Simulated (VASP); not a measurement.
Set up this calculation in VASP 6.6.1, as the native input.

| Quantity | Value |
| --- | --- |
| Task | relaxation of cell and atoms |
| Functional | PBE |
| Potentials or basis | VASP PAW PBE potentials, release 64 (Eu) |
| Cutoff | 600 eV |
| k mesh | 12 × 12 × 6 |
| Occupations | gaussian, width 0.05 eV |
| Spin | collinear spin, ferromagnetic start |
| Starting moments | [7.0, 7.0] μB |
| Dipole correction | no |
| Further INCAR settings | ALGO = Normal; EDIFF = 1e-07; IBRION = 2; EDIFFG = -0.01; NSW = 80; ISIF = 3 |

The structure of Eu lies in POSCAR:

```
Eu
1.0
    4.1067582141      0.0000000000      0.0000000000
   -2.0533791070      3.5565569406      0.0000000000
    0.0000000000      0.0000000000      6.7077050830
Eu
2
Direct
    0.3333333333      0.6666666667      0.7500000000
    0.6666666667      0.3333333333      0.2500000000
```

This isn't the form of Eu at room conditions, which is bcc.

These files were run (other wordings do the same):

INCAR

```
PREC = Accurate
ENCUT = 600
EDIFF = 1E-7
ISMEAR = 0
SIGMA = 0.05
LREAL = False
LASPH = True
NELM = 200
ALGO = Normal
ISIF = 3
LWAVE = False
LCHARG = False
ISPIN = 2
MAGMOM = 7 7
LORBIT = 11
LMAXMIX = 6
GGA = PE
IBRION = 2
NSW = 80
EDIFFG = -0.01
GGA_COMPAT = False
NELMIN = 4
KPAR = 4
```

KPOINTS

```
regular mesh
0
Gamma
  12 12 6
```

Potentials or basis: VASP PAW PBE potentials, release 64 (Eu).

Launch:

```sh
$ cat potpaw_PBE.64/Eu/POTCAR > POTCAR
$ mpirun -np 4 vasp_std > vasp.out
```

Results of the run:

```json
{
  "Relaxed volume": "41.51 Å³/atom",
  "Relaxed cell": "a = 3.909 Å, b = 3.909 Å, c = 6.273 Å, α = 90.00°, β = 90.00°, γ = 120.00°",
  "Space group after relaxing (to 0.1 Å)": "P6_3/mmc (No. 194)",
  "Energy gained by relaxing": "52.6 meV/atom",
  "Ionic steps": "9",
  "Pressure after relaxing": "0.0 GPa",
  "Net moment": "-15.14 μB per cell",
  "Site moments": "Eu -6.74 μB",
  "Valence electrons inside the program's atomic spheres": "Eu 14.74"
}
```

Caveat: the volume moved by over 15 % at a fixed basis, so the end points are rough; semilocal functionals describe open f shells poorly, which spoils levels, moments and volumes.

It took 47 min on 4 MPI ranks on Intel(R) Xeon(R) Platinum 8488C (Sapphire Rapids) (shared host), peak memory 0.63 GiB a rank.
